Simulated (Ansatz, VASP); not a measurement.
## Ir: VASP beside Ansatz

```
Ir
1.0
     0.00000    1.92696    1.92696
     1.92696    0.00000    1.92696
     1.92696    1.92696    0.00000
Ir
1
Direct
  0.00000 0.00000 0.00000
```

Alike in both runs: task single point; functional LDA; k mesh 8 × 8 × 8; occupations gaussian, width 0.1 eV; no spin polarisation.

|  | VASP | Ansatz |
| --- | --- | --- |
| version | VASP 6.6.1 | Ansatz 0.2.0 |
| potentials or method | VASP PAW LDA potentials, release 64 (Ir), cutoff 520 eV | scalar-relativistic, plane waves, PAW |
| valence electrons in the cell | 9 | 17 |

|  | VASP | Ansatz | Ansatz less VASP |
| --- | --- | --- | --- |
| gap on the k mesh at the Fermi level (eV) | none | none | - |
| pressure (GPa) | -8.9 | -11.1 | -2.23 |

Ansatz warns that its potentials were made for another functional, while VASP's fit it. LDA's correlation is that of Perdew and Zunger in VASP and of Perdew and Wang (1992) in Ansatz. A gap of «none» marks a metal or a gap that the smearing closes. VASP's potentials hold 9 valence electrons a cell and Ansatz's 17, so a difference there can come from the potentials and not from the codes.

Neither program's run includes spin-orbit coupling.
